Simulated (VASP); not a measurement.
Here is a VASP 6.6.1 calculation.

File INCAR:

```
SYSTEM = CoO
PREC = Accurate
ENCUT = 520
EDIFF = 1E-6
ISMEAR = -1
SIGMA = 0.05
LREAL = .False.
LASPH = .True.
NELM = 150
ALGO = Normal
ISIF = 2
LWAVE = .False.
LCHARG = .True.
ISPIN = 2
MAGMOM = 2 2 0 0
LORBIT = 11
LMAXMIX = 4
LELF = .True.
LVHAR = .True.
NBANDS = 27
```

KPOINTS

```
regular mesh
0
Gamma
  10 10 5
  0 0 0
```

Contents of POSCAR:

```
CoO
1.0
    3.1323693509      0.0000000000      0.0000000000
   -1.5661846755      2.7127114320      0.0000000000
    0.0000000000      0.0000000000      5.1219713984
Co O
2 2
Direct
    0.3333333333      0.6666666667      0.5033624100
    0.0000000000      0.0000000000      0.0034741400
    0.3333333333      0.6666666667      0.8715556000
    0.0000000000      0.0000000000      0.3716088500
```

Potentials or basis: VASP PAW LDA potentials, release 64 (Co, O).

The run is started by

```bash
$ cat potpaw_LDA.64/Co/POTCAR potpaw_LDA.64/O/POTCAR > POTCAR
$ mpirun -np 1 vasp_std > vasp.out
```

Q: Predict the net moment.

A: 3.82 μB per cell.

Q: What does it give for the largest force?

A: 0.154 eV/Å.

Q: What does it give for the pressure?

A: -14.2 GPa.

Q: Estimate the site moments.

A: Co +1.67; O +0.18 μB.

Forces on the atoms (eV/Å):
```
Co   0.000  0.000 -0.150
Co   0.000  0.000 -0.154
O    0.000  0.000  0.152
O    0.000  0.000  0.152
```

Caveat: the cell stands under tension.
